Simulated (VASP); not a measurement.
# C (P6_3/mmc) in VASP: notebook, part 2 of 2

VASP 6.6.1. Earlier steps stand in the parts before.

## 3. Vibrations by perturbation theory, PBEsol (9.63 Å³/atom)

This run uses another cell than the first one, of 9.63 Å³/atom.

File INCAR:

```
PREC = Accurate
ENCUT = 520
EDIFF = 1E-8
ISMEAR = 0
SIGMA = 0.01
LREAL = F
LASPH = T
NELM = 100
ALGO = Normal
ISIF = 2
LWAVE = F
LCHARG = F
GGA = PS
NBANDS = 16
IBRION = 8
NSW = 1
```

File KPOINTS:

```
Automatic mesh
0
Gamma
  10 10 4
```

File POSCAR:

```
C
1.0
    2.4711013559      0.0000000000      0.0000000000
   -1.2355506780      2.1400365495      0.0000000000
    0.0000000000      0.0000000000      7.2833478676
C
4
Direct
    0.0000000000      0.0000000000      0.0025000000
    0.0000000000      0.0000000000      0.5025000000
    0.3333333333      0.6666666667      0.0025000000
    0.6666666667      0.3333333333      0.5025000000
```

Potentials or basis: VASP PAW PBE potentials, release 64 (C).

Run with:

```bash
> cat potpaw_PBE.64/C/POTCAR > POTCAR
> mpirun -np 1 vasp_std > vasp.out
```

OUTCAR:

```text
PREC = Accurate
   ENCUT = 520
   EDIFF = 1E-8
   ISMEAR = 0
   LREAL = F
   LASPH = T
   NELM = 100
   ISIF = 2
   GGA = PS
   IBRION = 8
   NSW = 1

 ion  position               nearest neighbor table
   1  0.000  0.000  0.002-   3 1.43   3 1.43   3 1.43
   2  0.000  0.000  0.502-   4 1.43   4 1.43   4 1.43
   3  0.333  0.667  0.002-   1 1.43   1 1.43   1 1.43
   4  0.667  0.333  0.502-   2 1.43   2 1.43   2 1.43

  LATTYP: Found a hexagonal cell.
 ALAT       =     2.4711013559
 C/A-ratio  =     2.9474096035

  Lattice vectors:

 A1 = (   2.4711013559,   0.0000000000,   0.0000000000)
 A2 = (  -1.2355506780,   2.1400365495,   0.0000000000)
 A3 = (   0.0000000000,   0.0000000000,   7.2833478676)

Analysis of symmetry for initial positions (statically):
=====================================================================
 Subroutine PRICEL returns:
 Original cell was already a primitive cell.

 Routine SETGRP: Setting up the symmetry group for a
 hexagonal supercell.

 Subroutine GETGRP returns: Found 24 space group operations
 (whereof  6 operations were pure point group operations)
[... 682 lines left out ...]
  ---------------------------------------------------
  ---------------------------------------------------
  free energy    TOTEN  =        -0.13898468 eV

  energy without entropy =       -0.13898468

------------------------ aborting loop because EDIFF is reached ----------------------------------------

 INTERNAL STRAIN TENSOR  FOR ION    3  DIRECTION 3   (eV/Angst):
 -----------------------------------------------------------------------------
    -0.00184 -0.00000 -0.00000
     0.00000 -0.00184  0.00000
     0.00000 -0.00000 -0.00234

 INTERNAL STRAIN TENSOR FOR ION    4 for displacements in x,y,z  (eV/Angst):
          X           Y           Z          XY          YZ          ZX
  --------------------------------------------------------------------------------
  x     0.00000    -0.00000    -0.00000   -11.87291     0.00000     0.00000
  y   -11.87291    11.87291     0.00000    -0.00000     0.00000     0.00000
  z     0.00000    -0.00000     0.00000     0.00000    -0.00000    -0.00000

 SECOND DERIVATIVES (NOT SYMMETRIZED)
 ------------------------------------
               1X          1Y          1Z          2X          2Y          2Z          3X          3Y          3Z          4X          4Y          4Z
  1X   -53.746173    0.000000    0.000000   -0.067500    0.000000    0.000000   53.754247   -0.000000    0.000000    0.059427   -0.000000    0.000000
  1Y     0.000000  -53.746173    0.000000    0.000000   -0.067500    0.000000   -0.000000   53.754247    0.000000   -0.000000    0.059427    0.000000
  1Z     0.000000    0.000000  -16.840785   -0.000000   -0.000000   -0.003887    0.000000    0.000000   16.780470    0.000000    0.000000    0.064202
  2X    -0.067500    0.000000    0.000000  -53.746173    0.000000    0.000000    0.059427   -0.000000    0.000000   53.754247   -0.000000    0.000000
  2Y     0.000000   -0.067500    0.000000    0.000000  -53.746173    0.000000   -0.000000    0.059427    0.000000   -0.000000   53.754247    0.000000
  2Z    -0.000000   -0.000000   -0.003887    0.000000    0.000000  -16.840785    0.000000    0.000000    0.064202    0.000000    0.000000   16.780470
  3X    53.720328   -0.000000    0.000000    0.068407   -0.000000    0.000000  -53.747117    0.000000    0.000000   -0.041618    0.000000    0.000000
  3Y    -0.000000   53.720328    0.000000   -0.000000    0.068407    0.000000    0.000000  -53.747117    0.000000    0.000000   -0.041618    0.000000
  3Z     0.000000   -0.000000   16.779928    0.000000    0.000000    0.064717    0.000000    0.000000  -16.868256    0.000000    0.000000    0.023611
  4X     0.068407   -0.000000    0.000000   53.720328   -0.000000    0.000000   -0.041618    0.000000    0.000000  -53.747117    0.000000    0.000000
  4Y    -0.000000    0.068407    0.000000   -0.000000   53.720328    0.000000    0.000000   -0.041618    0.000000    0.000000  -53.747117    0.000000
  4Z     0.000000    0.000000    0.064717    0.000000   -0.000000   16.779928    0.000000    0.000000    0.023611    0.000000    0.000000  -16.868256

 Eigenvectors and eigenvalues of the dynamical matrix
 ----------------------------------------------------

   1 f  =   46.792057 THz   294.003167 2PiTHz 1560.815028 cm-1   193.516313 meV
             X         Y         Z           dx          dy          dz
      0.000000  0.000000  0.018208    -0.444418    0.229239    0.000000
      0.000000  0.000000  3.659882    -0.444418    0.229239    0.000000
     -0.000000  1.426691  0.018208     0.444315   -0.229186   -0.000000
      1.235551  0.713346  3.659882     0.444315   -0.229186   -0.000000
[... 71 lines left out ...]
  12 f/i=    0.005422 THz     0.034070 2PiTHz    0.180870 cm-1     0.022425 meV
             X         Y         Z           dx          dy          dz
      0.000000  0.000000  0.018208     0.499932    0.003145   -0.000000
      0.000000  0.000000  3.659882     0.499932    0.003145   -0.000000
     -0.000000  1.426691  0.018208     0.500048    0.003146   -0.000000
      1.235551  0.713346  3.659882     0.500048    0.003146   -0.000000

--------------------------------------------------------------------------------------------------------

 ELASTIC MODULI CONTR FROM IONIC RELAXATION (kBar)
 Direction    XX          YY          ZZ          XY          YZ          ZX
 --------------------------------------------------------------------------------
 XX        -219.5095    219.5095      0.0000      0.0000     -0.0000     -0.0000
 YY         219.5095   -219.5095     -0.0000      0.0000      0.0000      0.0000
 ZZ           0.0000     -0.0000     -0.0000     -0.0000      0.0000      0.0000
 XY           0.0000      0.0000     -0.0000   -219.5095     -0.0000     -0.0000
 YZ          -0.0000      0.0000      0.0000     -0.0000     -0.0000     -0.0000
 ZX          -0.0000      0.0000      0.0000     -0.0000     -0.0000     -0.0000
 --------------------------------------------------------------------------------
```

It took 3.2 min on 1 thread of Intel Xeon Platinum 8488C (Sapphire Rapids), shared host; peak memory 0.31 GiB.

Results:

| Property | Result |
| --- | --- |
| Highest phonon frequency at Γ | 1561 cm⁻¹ |

Phonon frequencies in cm⁻¹ (negative: imaginary):
```csv
q point,frequencies
"(0.000, 0.000, 0.000)",0 0 0 21 21 58 872 873 1559 1559 1561 1561
```

Caveat: the cell stands under pressure or tension, which shifts response properties; this functional lacks dispersion, which binds layers or chains, so the pressure and a relaxed spacing across them are unreliable; the PAW data sets were made with another functional, which shifts forces and pressure a little.
